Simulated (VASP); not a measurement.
# Sb in VASP: a series of runs, part 2 of 2

VASP 6.6.1. The steps go on from the part before.

### Step 3. Single point, PBEsol, non-collinear spin, zero start, spin-orbit coupling

The input, INCAR:

```
ALGO = Normal ; EDIFF = 1E-6
ENCUT = 520 ; GGA = PS
GGA_COMPAT = False ; ISIF = 2
ISMEAR = -1 ; LASPH = True
LCHARG = False ; LNONCOLLINEAR = True
LORBIT = 11 ; LORBMOM = True
LREAL = False ; LSORBIT = True
LWAVE = False ; MAGMOM = 0 0 0 0 0 0
NBANDS = 22 ; NELM = 150
PREC = Accurate ; SIGMA = 0.05
```

The input, KPOINTS:

```
k-points
0
Gamma
  8 8 8
```

The input, POSCAR:

```
Sb
1.0
    2.1542000000      1.2437279499      3.7580000000
   -2.1542000000      1.2437279499      3.7580000000
    0.0000000000     -2.4874558998      3.7580000000
Sb
2
Direct
    0.7665100000      0.7665100000      0.7665100000
    0.2334900000      0.2334900000      0.2334900000
```

Potentials or basis: VASP PAW PBE potentials, release 64 (Sb).

Started as:

```bash
$ cat potpaw_PBE.64/Sb/POTCAR > POTCAR
$ mpirun -np 1 vasp_ncl > vasp.out
```

OUTCAR:

```text
EDIFF = 1E-6
   ENCUT = 520
   GGA = PS
   ISIF = 2
   ISMEAR = -1
   LASPH = True
   LNONCOLLINEAR = True
   LORBIT = 11
   LREAL = False
   LSORBIT = True
   NELM = 150
   PREC = Accurate

 ion  position               nearest neighbor table
   1  0.767  0.767  0.767-   2 2.91   2 2.91   2 2.91   2 3.35   2 3.35   2 3.35
   2  0.233  0.233  0.233-   1 2.91   1 2.91   1 2.91   1 3.35   1 3.35   1 3.35

  LATTYP: Found a trigonal (rhomboedric) cell.
 ALAT       =     4.5066618304
 COS(alpha) =     0.5430253624

  Lattice vectors:

 A1 = (   2.1542000000,   1.2437279499,   3.7580000000)
 A2 = (  -2.1542000000,   1.2437279499,   3.7580000000)
 A3 = (   0.0000000000,  -2.4874558998,   3.7580000000)

Analysis of symmetry for initial positions (statically):
=====================================================================
 Subroutine PRICEL returns:
 Original cell was already a primitive cell.

 Routine SETGRP: Setting up the symmetry group for a
 trigonal (rhombohedral) supercell.

 Subroutine GETGRP returns: Found 12 space group operations
 (whereof 12 operations were pure point group operations)
 out of a pool of 12 trial point group operations.

The static configuration has the point symmetry D_3d.

Analysis of symmetry for dynamics (positions and initial velocities):
=====================================================================
 Subroutine PRICEL returns:
 Original cell was already a primitive cell.

 Routine SETGRP: Setting up the symmetry group for a
 trigonal (rhombohedral) supercell.

 Subroutine GETGRP returns: Found 12 space group operations
 (whereof 12 operations were pure point group operations)
 out of a pool of 12 trial point group operations.

The dynamic configuration has the point symmetry D_3d.

Analysis of structural, dynamic, and magnetic symmetry:
=====================================================================
 Subroutine PRICEL returns:
 Original cell was already a primitive cell.

 Routine SETGRP: Setting up the symmetry group for a
 trigonal (rhombohedral) supercell.

 Subroutine GETGRP returns: Found 12 space group operations
 (whereof 12 operations were pure point group operations)
 out of a pool of 12 trial point group operations.

The overall configuration has the point symmetry D_3d.

 Subroutine INISYM returns: Found 12 space group operations
 (whereof 12 operations are pure point group operations),
 and found     1 'primitive' translations

----------------------------------------------------------------------------------------

                                     Primitive cell

  volume of cell :      60.4115

  direct lattice vectors                    reciprocal lattice vectors
     2.154200000  1.243727950  3.758000000     0.232104726  0.134005726  0.088699663
    -2.154200000  1.243727950  3.758000000    -0.232104726  0.134005726  0.088699663
     0.000000000 -2.487455900  3.758000000     0.000000000 -0.268011452  0.088699663

  length of vectors
     4.506661830  4.506661830  4.506661830     0.282307932  0.282307932  0.282307932

[... 743 lines left out ...]
  Direction    XX          YY          ZZ          XY          YZ          ZX
  --------------------------------------------------------------------------------------
  -------------------------------------------------------------------------------------
  Total        0.2056706      0.2056706     -0.0588979      0.0000000     -0.0000000      0.0000000
  in kB        5.4546057      5.4546057     -1.5620360      0.0000000     -0.0000000      0.0000000
  external PRESSURE =       3.1157251 kB  Pullay stress =       0.0000000 kB

 VOLUME and BASIS-vectors are now :
 -----------------------------------------------------------------------------
  energy-cutoff  :      520.00
  volume of cell :       60.41
      direct lattice vectors                 reciprocal lattice vectors
     2.154200000  1.243727950  3.758000000     0.232104726  0.134005726  0.088699663
    -2.154200000  1.243727950  3.758000000    -0.232104726  0.134005726  0.088699663
     0.000000000 -2.487455900  3.758000000     0.000000000 -0.268011452  0.088699663

 POSITION                                       TOTAL-FORCE (eV/Angst)
 -----------------------------------------------------------------------------------
      0.00000      0.00000      8.64163         0.000000     -0.000000     -0.160416
      0.00000      0.00000      2.63237         0.000000      0.000000      0.160416
 -----------------------------------------------------------------------------------
    total drift:                               -0.000000     -0.000000     -0.000000

  FREE ENERGIE OF THE ION-ELECTRON SYSTEM (eV)
  ---------------------------------------------------
  free  energy   TOTEN  =        -9.2528690610 eV

  energy  without entropy=       -9.2508341685  energy(sigma->0) =       -9.25185161

 orbital moment (x)

 # of ion     p       d       tot
 ----------------------------------------
  1         0.000  -0.000   0.000
  2         0.000  -0.000   0.000
 ----------------------------------------
            0.000  -0.000   0.000

 orbital moment (y)

 # of ion     p       d       tot
 ----------------------------------------
  1         0.000   0.000   0.000
  2         0.000  -0.000   0.000
 ----------------------------------------
            0.000   0.000   0.000

 orbital moment (z)

 # of ion     p       d       tot
 ----------------------------------------
  1         0.000   0.000   0.000
  2         0.000   0.000   0.000
 ----------------------------------------
            0.000   0.000   0.000

 Spin-Orbit-Coupling matrix elements

 Ion:    1  E_soc:     -0.1361109
 l=   1
     0.0000000    -0.0226741    -0.0223701
    -0.0226741     0.0000000    -0.0226741
    -0.0223701    -0.0226741     0.0000000
 l=   2
     0.0000000    -0.0000241     0.0000000    -0.0000241    -0.0000853
    -0.0000241     0.0000000    -0.0000633    -0.0000287    -0.0000241
     0.0000000    -0.0000633     0.0000000    -0.0000633     0.0000000
    -0.0000241    -0.0000287    -0.0000633     0.0000000    -0.0000241
    -0.0000853    -0.0000241     0.0000000    -0.0000241     0.0000000
 l=   3
     0.0000000     0.0000000     0.0000000     0.0000000     0.0000000     0.0000000     0.0000000
     0.0000000     0.0000000     0.0000000     0.0000000     0.0000000     0.0000000     0.0000000
     0.0000000     0.0000000     0.0000000     0.0000000     0.0000000     0.0000000     0.0000000
     0.0000000     0.0000000     0.0000000     0.0000000     0.0000000     0.0000000     0.0000000
     0.0000000     0.0000000     0.0000000     0.0000000     0.0000000     0.0000000     0.0000000
     0.0000000     0.0000000     0.0000000     0.0000000     0.0000000     0.0000000     0.0000000
     0.0000000     0.0000000     0.0000000     0.0000000     0.0000000     0.0000000     0.0000000

 Ion:    2  E_soc:     -0.1361109
 l=   1
     0.0000000    -0.0226741    -0.0223701
    -0.0226741     0.0000000    -0.0226741
    -0.0223701    -0.0226741     0.0000000
 l=   2
     0.0000000    -0.0000241     0.0000000    -0.0000241    -0.0000853
    -0.0000241     0.0000000    -0.0000633    -0.0000287    -0.0000241
     0.0000000    -0.0000633     0.0000000    -0.0000633     0.0000000
    -0.0000241    -0.0000287    -0.0000633     0.0000000    -0.0000241
    -0.0000853    -0.0000241     0.0000000    -0.0000241     0.0000000
 l=   3
     0.0000000     0.0000000     0.0000000     0.0000000     0.0000000     0.0000000     0.0000000
     0.0000000     0.0000000     0.0000000     0.0000000     0.0000000     0.0000000     0.0000000
     0.0000000     0.0000000     0.0000000     0.0000000     0.0000000     0.0000000     0.0000000
     0.0000000     0.0000000     0.0000000     0.0000000     0.0000000     0.0000000     0.0000000
     0.0000000     0.0000000     0.0000000     0.0000000     0.0000000     0.0000000     0.0000000
     0.0000000     0.0000000     0.0000000     0.0000000     0.0000000     0.0000000     0.0000000
     0.0000000     0.0000000     0.0000000     0.0000000     0.0000000     0.0000000     0.0000000

 total charge

# of ion       s       p       d       tot
------------------------------------------
    1        1.216   1.149   0.035   2.400
    2        1.216   1.149   0.035   2.400
--------------------------------------------------
tot          2.431   2.299   0.071   4.801

 magnetization (x)

# of ion       s       p       d       tot
------------------------------------------
    1        0.000   0.000  -0.000   0.000
    2        0.000   0.000  -0.000   0.000
--------------------------------------------------
tot          0.000   0.000  -0.000   0.000

 magnetization (y)

# of ion       s       p       d       tot
------------------------------------------
    1        0.000   0.000   0.000   0.000
    2        0.000   0.000   0.000   0.000
--------------------------------------------------
tot          0.000   0.000   0.000   0.000

 magnetization (z)

# of ion       s       p       d       tot
------------------------------------------
    1        0.000   0.000   0.000   0.000
    2        0.000   0.000   0.000   0.000
--------------------------------------------------
tot          0.000   0.000   0.000   0.000
```

stdout:

```text
POSCAR found type information on POSCAR Sb
 POSCAR found :  1 types and       2 ions
 scaLAPACK will be used
 -----------------------------------------------------------------------------
|                                                                             |
|                                                                             |
|     You enforced a specific xc type in the INCAR file but a different       |
|     I HOPE YOU KNOW WHAT YOU ARE DOING!                                     |
|                                                                             |
 -----------------------------------------------------------------------------

 LDA part: xc-table for (Slater+PW92), standard interpolation
 POSCAR, INCAR and KPOINTS ok, starting setup
 FFT: planning ... GRIDC
 FFT: planning ... GRID_SOFT
 FFT: planning ... GRID
 WAVECAR not read
 entering main loop
```

Run time: 97 s. Hardware: 1 thread of AMD EPYC 9R45 (Zen 5), shared host; peak memory 0.4 GiB.

Results:

```yaml
Free_energy: -9.2529 eV
Pressure: 0.3 GPa
Largest_force: 0.160 eV/Å
Net_moment: 0.00 μB per cell
Valence_electrons_inside_the_program's_atomic_spheres: Sb 2.40
```

Forces on the atoms (eV/Å):
```
Sb   0.000  0.000 -0.160
Sb   0.000  0.000  0.160
```

Stress tensor (GPa, compression positive):
```
 0.55  0.00  0.00
 0.00  0.55  0.00
 0.00  0.00 -0.16
```

Moments on the atoms (μB; x, y, z):
```
Sb  0.00 0.00 0.00
Sb  0.00 0.00 0.00
```

Caveat: the PAW data sets were made with another functional, which shifts forces and pressure a little.
